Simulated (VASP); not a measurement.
# Al5Cu3 (Pmmm) in VASP: single point with PBE

Aim: the single point of Al5Cu3 with PBE.

All numbers are computed with VASP 6.6.1; they aren't measurements. Logs are shortened: lines on timing, memory, paths and dates and some standing lists are left out, and cuts for length are marked.

## (1) The cell of the first run

Symmetry: Pmmm, No. 47, orthorhombic system. The conventional cell has a = 3.756 Å, b = 3.916 Å, c = 7.845 Å, α = 90.00°, β = 90.00°, γ = 90.00°. Al (site symmetry mmm) has 8 Cu at 2.69 to 2.71 Å and 4 Al at 2.72 Å within 3.6 Å. Within 3.6 Å of Al (site symmetry mmm) lie 8 Al at 2.71 to 2.82 Å and 4 Cu at 2.74 Å. Al (site symmetry mmm) has 8 Al at 2.71 to 2.77 Å and 4 Cu at 2.79 Å within 3.6 Å. Al (site symmetry mm2) has 6 Cu at 2.66 to 2.71 Å and 6 Al at 2.72 to 2.82 Å within 3.5 Å. Within 3.6 Å of Cu (site symmetry mm2) lie 10 Al at 2.69 to 2.79 Å and 2 Cu at 2.75 Å. Within 3.5 Å of Cu (site symmetry mmm) lie 8 Al at 2.66 to 2.71 Å and 4 Cu at 2.75 Å.

The cell was built from a structure type or drawn by symmetry, and may not be a known phase.

## (2) Single point, PBE

File INCAR:

```
PREC = Accurate ; ENCUT = 520
EDIFF = 1E-6 ; ISMEAR = 0
SIGMA = 0.1 ; LREAL = F
LASPH = T ; NELM = 60
ALGO = Fast ; ISIF = 2
LWAVE = F ; LCHARG = T
GGA = PE ; LELF = T
LVHAR = T ; NBANDS = 34
```

File KPOINTS:

```
Automatic mesh
0
Gamma
  8 8 4
```

File POSCAR:

```
Al5Cu3
1.0
    3.7564169227      0.0000000000      0.0000000000
    0.0000000000      3.9155010819      0.0000000000
    0.0000000000      0.0000000000      7.8447250198
Al Cu
5 3
Direct
    0.0000000000      0.0000000000      0.5000000000
    0.0000000000      0.0000000000      0.0000000000
    0.5000000000      0.5000000000      0.0000000000
    0.0000000000      0.5000000000      0.7404406681
    0.0000000000      0.5000000000      0.2595593319
    0.5000000000      0.0000000000      0.7461754944
    0.5000000000      0.0000000000      0.2538245056
    0.5000000000      0.5000000000      0.5000000000
```

Potentials or basis: VASP PAW PBE potentials, release 64 (Al, Cu).

On the command line:

```sh
cat potpaw_PBE.64/Al/POTCAR potpaw_PBE.64/Cu/POTCAR > POTCAR
mpirun -np 1 vasp_std > vasp.out
```

OUTCAR:

```text
PREC = Accurate
   ENCUT = 520
   EDIFF = 1E-6
   ISMEAR = 0
   LREAL = F
   LASPH = T
   NELM = 60
   ISIF = 2
   GGA = PE

 ion  position               nearest neighbor table
   1  0.000  0.000  0.500-   6 2.69   7 2.69   6 2.69   7 2.69   8 2.71   8 2.71   8 2.71   8 2.71
                             4 2.72   4 2.72   5 2.72   5 2.72
   2  0.000  0.000  0.000-   3 2.71   3 2.71   3 2.71   3 2.71   7 2.74   6 2.74   7 2.74   6 2.74
                             5 2.82   4 2.82   4 2.82   5 2.82
   3  0.500  0.500  0.000-   2 2.71   2 2.71   2 2.71   2 2.71   5 2.77   4 2.77   5 2.77   4 2.77
                             7 2.79   6 2.79   6 2.79   7 2.79
   4  0.000  0.500  0.740-   8 2.66   8 2.66   6 2.71   6 2.71   6 2.71   6 2.71   1 2.72   1 2.72
                             3 2.77   3 2.77   2 2.82   2 2.82
   5  0.000  0.500  0.260-   8 2.66   8 2.66   7 2.71   7 2.71   7 2.71   7 2.71   1 2.72   1 2.72
                             3 2.77   3 2.77   2 2.82   2 2.82
   6  0.500  0.000  0.746-   1 2.69   1 2.69   4 2.71   4 2.71   4 2.71   4 2.71   2 2.74   2 2.74
                             8 2.75   8 2.75   3 2.79   3 2.79
   7  0.500  0.000  0.254-   1 2.69   1 2.69   5 2.71   5 2.71   5 2.71   5 2.71   2 2.74   2 2.74
                             8 2.75   8 2.75   3 2.79   3 2.79
   8  0.500  0.500  0.500-   4 2.66   5 2.66   4 2.66   5 2.66   1 2.71   1 2.71   1 2.71   1 2.71
                             7 2.75   6 2.75   6 2.75   7 2.75

  LATTYP: Found a simple orthorhombic cell.
 ALAT       =     3.7564169227
 B/A-ratio  =     1.0423499741
 C/A-ratio  =     2.0883531251

  Lattice vectors:

 A1 = (   3.7564169227,   0.0000000000,   0.0000000000)
 A2 = (   0.0000000000,   3.9155010819,   0.0000000000)
 A3 = (   0.0000000000,   0.0000000000,   7.8447250198)

Analysis of symmetry for initial positions (statically):
=====================================================================
 Subroutine PRICEL returns:
 Original cell was already a primitive cell.

 Routine SETGRP: Setting up the symmetry group for a
 simple orthorhombic supercell.

 Subroutine GETGRP returns: Found  8 space group operations
 (whereof  8 operations were pure point group operations)
 out of a pool of  8 trial point group operations.

The static configuration has the point symmetry D_2h.

Analysis of symmetry for dynamics (positions and initial velocities):
=====================================================================
 Subroutine PRICEL returns:
 Original cell was already a primitive cell.

 Routine SETGRP: Setting up the symmetry group for a
 simple orthorhombic supercell.

 Subroutine GETGRP returns: Found  8 space group operations
 (whereof  8 operations were pure point group operations)
 out of a pool of  8 trial point group operations.

The dynamic configuration has the point symmetry D_2h.

 Subroutine INISYM returns: Found  8 space group operations
 (whereof  8 operations are pure point group operations),
 and found     1 'primitive' translations

----------------------------------------------------------------------------------------

                                     Primitive cell

  volume of cell :     115.3822

  direct lattice vectors                    reciprocal lattice vectors
     3.756416923  0.000000000  0.000000000     0.266211132  0.000000000  0.000000000
     0.000000000  3.915501082  0.000000000     0.000000000  0.255395154  0.000000000
     0.000000000  0.000000000  7.844725020     0.000000000  0.000000000  0.127474194

  length of vectors
     3.756416923  3.915501082  7.844725020     0.266211132  0.255395154  0.127474194

  position of ions in fractional coordinates (direct lattice)
     0.000000000  0.000000000  0.500000000
     0.000000000  0.000000000  0.000000000
     0.500000000  0.500000000  0.000000000
     0.000000000  0.500000000  0.740440668
     0.000000000  0.500000000  0.259559332
     0.500000000  0.000000000  0.746175494
     0.500000000  0.000000000  0.253824506
     0.500000000  0.500000000  0.500000000

  ion indices of the primitive-cell ions
   primitive index   ion index
                 1           1
                 2           2
                 3           3
                 4           4
                 5           5
                 6           6
                 7           7
                 8           8

----------------------------------------------------------------------------------------

 KPOINTS: Automatic mesh

Automatic generation of k-mesh.
 Grid dimensions read from file:
 generate k-points for:    8    8    4

 Generating k-lattice:

  Cartesian coordinates                     Fractional coordinates (reciprocal lattice)
     0.033276391  0.000000000  0.000000000     0.125000000  0.000000000  0.000000000
     0.000000000  0.031924394  0.000000000     0.000000000  0.125000000  0.000000000
     0.000000000  0.000000000  0.031868549     0.000000000  0.000000000  0.250000000

  Length of vectors
     0.033276391  0.031924394  0.031868549

  Shift w.r.t. Gamma in fractional coordinates (k-lattice)
     0.000000000  0.000000000  0.000000000

 Subroutine IBZKPT returns following result:
 ===========================================

 Found     75 irreducible k-points:

 Following reciprocal coordinates:
            Coordinates               Weight
  0.000000  0.000000  0.000000      1.000000
  0.125000  0.000000  0.000000      2.000000
  0.250000  0.000000  0.000000      2.000000
  0.375000  0.000000  0.000000      2.000000
  0.500000  0.000000  0.000000      1.000000
  0.000000  0.125000  0.000000      2.000000
[... 16 lines left out ...]
  0.250000  0.500000  0.000000      2.000000
  0.375000  0.500000  0.000000      2.000000
 [... further k-points ...]
   k-points           NKPTS =     75   k-points in BZ     NKDIM =     75   number of bands    NBANDS=     34
   number of dos      NEDOS =    301   number of ions     NIONS =      8
   total plane-waves  NPLWV =  50400
   dimension x,y,z NGX =    28 NGY =   30 NGZ =   60
   dimension x,y,z NGXF=    56 NGYF=   60 NGZF=  120
   ions per type =               5   3
   NGX,Y,Z   is equivalent  to a cutoff of  12.39, 12.74, 12.72 a.u.
   NGXF,Y,Z  is equivalent  to a cutoff of  24.78, 25.48, 25.43 a.u.
 SYSTEM =  unknown system
   PREC   = accura    normal or accurate (medium, high low for compatibility)
   ISTART =      0    job   : 0-new  1-cont  2-samecut
   ICHARG =      2    charge: 1-file 2-atom 10-const
   ISPIN  =      1    spin polarized calculation?
   LNONCOLLINEAR =      F non collinear calculations
   LSORBIT =      F    spin-orbit coupling
   LASPH  =      T    aspherical Exc in radial PAW
   ENCUT  =  520.0 eV  38.22 Ry    6.18 a.u.   6.98  7.28 14.59*2*pi/ulx,y,z
   NELM   =     60;   NELMIN=  2; NELMDL= -5     # of ELM steps
   EDIFF  = 0.1E-05   stopping-criterion for ELM
   LREAL  =      F    real-space projection
   EDIFFG = 0.1E-04   stopping-criterion for IOM
   NSW    =      0    number of steps for IOM
   IBRION =     -1    ionic relax: 0-MD 1-quasi-New 2-CG
   NFREE  =      0    steps in history (QN), initial steepest desc. (CG)
   ISIF   =      2    stress and relaxation
   ISYM   =      2    0-nonsym 1-usesym 2-fastsym
   POTIM  = 0.5000    time-step for ionic-motion
   TEBEG  =    0.0;   TEEND  =   0.0 temperature during run
   PSTRESS=    0.0 pullay stress
   NELECT =      48.0000    total number of electrons
   NUPDOWN=      -1.0000    fix difference up-down
   EMIN   =  10.00;   EMAX   =-10.00  energy-range for DOS
   EFERMI =   0.00;   METHOD = LEGACY
   ISMEAR =     0;   SIGMA  =   0.10  broadening in eV -4-tet -1-fermi 0-gaus
   EFERMI_NEDOS =   21; number of points for ismear=-14 and -15
   IALGO  =     68    algorithm
   IMIX   =      4    mixing-type and parameters
     AMIX     =   0.40;   BMIX     =  1.00
     AMIX_MAG =   1.60;   BMIX_MAG =  1.00
  volume/ion in A,a.u.               =      14.42        97.33
  Fermi-wavevector in a.u.,A,eV,Ry     =   1.222106  2.309446 20.320895  1.493544
  Thomas-Fermi vector in A             =   2.357265
   LORBIT       =      0    0 simple, 1 ext, 2 COOP (PROOUT), +10 PAW based schemes
   GGA     = PE    functional components
   LHFCALC =     F    Hartree Fock is set to
   AEXX    =    0.0000 exact exchange contribution
   IVDW    =     0    specifies the selected vdW correction
   LEPSILON=     F    determine dielectric tensor
   LRPA    =     F    only Hartree local field effects (RPA)
 non-spin polarized calculation
 RMM-DIIS sequential band-by-band and
 Gauss-broadening in eV      SIGMA  =   0.10
  energy-cutoff  :      520.00
  volume of cell :      115.38
 maximum number of plane-waves:      3140
 NGX is ok and might be reduce to    28
   NGX = 13   NGY = 15   NGZ = 29

 number of electron      48.0000026 magnetization

 Free energy of the ion-electron system (eV)
  ---------------------------------------------------
  ext. energy  EPLUGINS =         0.00000000
  ---------------------------------------------------
  free energy    TOTEN  =       -30.56199486 eV

  energy without entropy =      -30.55017348  energy(sigma->0) =      -30.55608417

 E-fermi :   8.2312     XC(G=0): -11.0559

 val. band max:        8.2181939242   @ k =   0.1250   0.5000   0.5000
 cond. band min:       8.2458670750   @ k =   0.2500   0.5000   0.2500
 fundamental gap:      0.0276731508
 Fermi energy:         8.2312012284

 k-point     1 :       0.0000    0.0000    0.0000
  band No.  band energies     occupation
      1      -2.7461      2.00000
      2      -0.4467      2.00000
      3      -0.1834      2.00000
      4       3.5410      2.00000
      5       3.9715      2.00000
      6       4.2048      2.00000
[... 26 lines left out ...]
     33      15.2614      0.00000
     34      15.3285      0.00000

 k-point     2 :       0.1250    0.0000    0.0000
  band No.  band energies     occupation
      1      -2.5812      2.00000
      2      -0.2975      2.00000
      3      -0.0266      2.00000
      4       3.5783      2.00000
      5       3.7843      2.00000
      6       4.1581      2.00000
[... 806 lines left out ...]
 k-point    24 :       0.3750    0.5000    0.0000
  band No.  band energies     occupation
      1       0.7633      2.00000
      2       1.1408      2.00000
      3       2.5028      2.00000
      4       2.5668      2.00000
      5       2.6545      2.00000
      6       3.2794      2.00000
[... 26 lines left out ...]
     33      13.5753      0.00000
     34      14.1959      0.00000

 [... further k-points ...]

------------------------ aborting loop because EDIFF is reached ----------------------------------------

  FORCE on cell =-STRESS in cart. coord.  units (eV):
  Direction    XX          YY          ZZ          XY          YZ          ZX
  --------------------------------------------------------------------------------------
  -------------------------------------------------------------------------------------
  Total        0.1907720      0.1454111      0.1062177      0.0000000      0.0000000      0.0000000
  in kB        2.6490263      2.0191537      1.4749201      0.0000000      0.0000000      0.0000000
  external PRESSURE =       2.0477001 kB  Pullay stress =       0.0000000 kB

 VOLUME and BASIS-vectors are now :
 -----------------------------------------------------------------------------
  energy-cutoff  :      520.00
  volume of cell :      115.38
      direct lattice vectors                 reciprocal lattice vectors
     3.756416923  0.000000000  0.000000000     0.266211132  0.000000000  0.000000000
     0.000000000  3.915501082  0.000000000     0.000000000  0.255395154  0.000000000
     0.000000000  0.000000000  7.844725020     0.000000000  0.000000000  0.127474194

 POSITION                                       TOTAL-FORCE (eV/Angst)
 -----------------------------------------------------------------------------------
      0.00000      0.00000      3.92236        -0.000000      0.000000      0.000000
      0.00000      0.00000      0.00000        -0.000000      0.000000      0.000000
      1.87821      1.95775      0.00000        -0.000000      0.000000      0.000000
      0.00000      1.95775      5.80855        -0.000000      0.000000      0.006896
      0.00000      1.95775      2.03617         0.000000      0.000000     -0.006896
      1.87821      0.00000      5.85354        -0.000000      0.000000      0.004720
      1.87821      0.00000      1.99118        -0.000000     -0.000000     -0.004720
      1.87821      1.95775      3.92236        -0.000000      0.000000      0.000000
 -----------------------------------------------------------------------------------
    total drift:                                0.000000     -0.000000     -0.000000

  FREE ENERGIE OF THE ION-ELECTRON SYSTEM (eV)
  ---------------------------------------------------
  free  energy   TOTEN  =       -30.5619948577 eV

  energy  without entropy=      -30.5501734763  energy(sigma->0) =      -30.55608417
```

Wall time 3.5 min (1 thread of Intel Xeon 6975P-C (Granite Rapids), shared host); peak memory 0.37 GiB.

What came out:

```
Free energy            : -30.5620 eV
Pressure               : 0.2 GPa
Largest force          : 0.007 eV/Å
Band gap on the k mesh : zero (bands 24 and 25 overlap by 3.41 eV)
```

Forces in eV/Å, atoms in the order of the input:
```
Al   0.000  0.000  0.000
Al   0.000  0.000  0.000
Al   0.000  0.000  0.000
Al   0.000  0.000  0.007
Al   0.000  0.000 -0.007
Cu   0.000  0.000  0.005
Cu   0.000  0.000 -0.005
Cu   0.000  0.000  0.000
```
